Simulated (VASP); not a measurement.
Input of a VASP 6.6.1 run:

The input INCAR:

```
SYSTEM = GaAs
PREC = Accurate
ENCUT = 520
EDIFF = 1E-7
ISMEAR = -1
SIGMA = 0.02
LREAL = .FALSE.
LASPH = .TRUE.
NELM = 100
ALGO = Normal
ISIF = 2
LWAVE = .FALSE.
LCHARG = .TRUE.
GGA = PE
LELF = .TRUE.
LVHAR = .TRUE.
NBANDS = 16
```

Contents of KPOINTS:

```
Automatic mesh
0
G
  8 8 8
  0 0 0
```

Contents of POSCAR:

```
GaAs
1.0
    0.0000000000      2.8330850947      2.9608572325
    2.8330850947      0.0000000000      2.9608572325
    2.8330850947      2.8330850947      0.0000000000
Ga As
1 1
Direct
    0.0000000000      0.0000000000      0.0000000000
    0.2500000000      0.2500000000      0.2500000000
```

Potentials or basis: VASP PAW PBE potentials, release 64 (Ga_d, As).

Command:

```console
$ cat potpaw_PBE.64/Ga_d/POTCAR potpaw_PBE.64/As/POTCAR > POTCAR
$ mpirun -np 1 vasp_std > vasp.out
```

(1) Predict the band gap on the k mesh.

(2) Predict the pressure.

Answers

(1) 0.04 eV, direct.

(2) 0.0 GPa.

Caveat: the cell differs from its parent crystal (uniaxial z strain +4.5%).
